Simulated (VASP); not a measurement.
Al, 1 atom in the cell. It takes space group Pm-3m (No. 221, cubic). The conventional cell has a = 2.584 Å, b = 2.584 Å, c = 2.584 Å, α = 90.00°, β = 90.00°, γ = 90.00°. Al (site symmetry m-3m) has 6 Al at 2.58 Å within 3.4 Å. 

* Program: VASP 6.6.1
* Task: relaxation of cell and atoms
* Functional: r2SCAN
* Potentials or basis: VASP PAW PBE potentials, release 64 (Al)
* Cutoff: 600 eV
* k mesh: 6 × 6 × 6
* Occupations: gaussian, width 0.1 eV
* Spin: no spin polarisation
* Dipole correction: no
* Further INCAR settings: ALGO = Normal; EDIFF = 1e-06; IBRION = 2; EDIFFG = -0.04; NSW = 90; ISIF = 3

Potentials or basis: VASP PAW PBE potentials, release 64 (Al).

Command:

```sh
$ cat potpaw_PBE.64/Al/POTCAR > POTCAR
$ cp INCAR.step1 INCAR
$ mpirun -np 1 vasp_std > vasp.out
$ cp INCAR.step2 INCAR
$ mpirun -np 1 vasp_std > vasp.out
```

Hardware: 1 thread of Intel(R) Xeon(R) Platinum 8259CL CPU @ 2.50GHz (Skylake/Cascade Lake) (shared host).

Problem. How long does it take, and how much memory?

Solution. It took 18 s on 1 thread of Intel(R) Xeon(R) Platinum 8259CL CPU @ 2.50GHz (Skylake/Cascade Lake), on a shared host, peak memory 0.13 GiB. Counts: k points 20, ion steps 3.
